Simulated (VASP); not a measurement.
The system is Au.

```
Au
1.0
     0.00000    2.04000    2.04000
     2.04000    0.00000    2.04000
     2.04000    2.04000    0.00000
Au
1
Direct
  0.00000 0.00000 0.00000
```

```yaml
Program: VASP 6.6.1
Task: relaxation of cell and atoms
Functional: r2SCAN
Potentials_or_basis: VASP PAW PBE potentials, release 64 (Au)
Cutoff: 600 eV
k_mesh: 34 × 34 × 34
Occupations: gaussian, width 0.1 eV
Spin: no spin polarisation
```

At the start: pressure 5.9 GPa; volume 16.98 Å³/atom.

Question: Where does the relaxation end?

Answer: Over 17 steps the energy falls by 10.4 meV/atom and the volume is 17.58 Å³/atom (+3.5 %); space group Fm-3m (No. 225, to 0.1 Å) before and after.

The path:
| step | energy change (eV) | largest force (eV/Å) | pressure (GPa) | volume (Å³) |
| --- | --- | --- | --- | --- |
| 1 | 0.0000 | 0.0000 | 5.89 | 16.98 |
| 2 | 0.0131 | 0.0000 | -7.17 | 18.56 |
| 3 | -0.0104 | 0.0000 | -0.03 | 17.58 |
| 4 | -0.0104 | 0.0000 | 0.05 | 17.57 |
| 5 | -0.0104 | 0.0000 | 0.04 | 17.57 |
| 6 | -0.0104 | 0.0000 | 0.05 | 17.57 |
| 7 | -0.0104 | 0.0000 | 0.04 | 17.57 |
| 8 | -0.0104 | 0.0000 | 0.04 | 17.57 |
| 9 | -0.0104 | 0.0000 | 0.04 | 17.57 |
| 10 | -0.0104 | 0.0000 | 0.04 | 17.57 |
| 11 | -0.0104 | 0.0000 | 0.04 | 17.57 |
| 12 | -0.0104 | 0.0000 | 0.04 | 17.57 |
| 13 | -0.0104 | 0.0000 | 0.04 | 17.57 |
| 14 | -0.0104 | 0.0000 | 0.04 | 17.57 |
| 15 | -0.0104 | 0.0000 | 0.04 | 17.57 |
| 16 | -0.0104 | 0.0000 | 0.03 | 17.57 |
| 17 | -0.0104 | 0.0000 | 0.01 | 17.58 |

Final structure:
```
Au
1.0
     0.00000    2.06362    2.06362
     2.06362    0.00000    2.06362
     2.06362    2.06362    0.00000
Au
1
Cartesian
  2.0636 4.1272 2.0636
```

Caveat: the PAW data sets were made with another functional, which shifts forces and pressure a little.
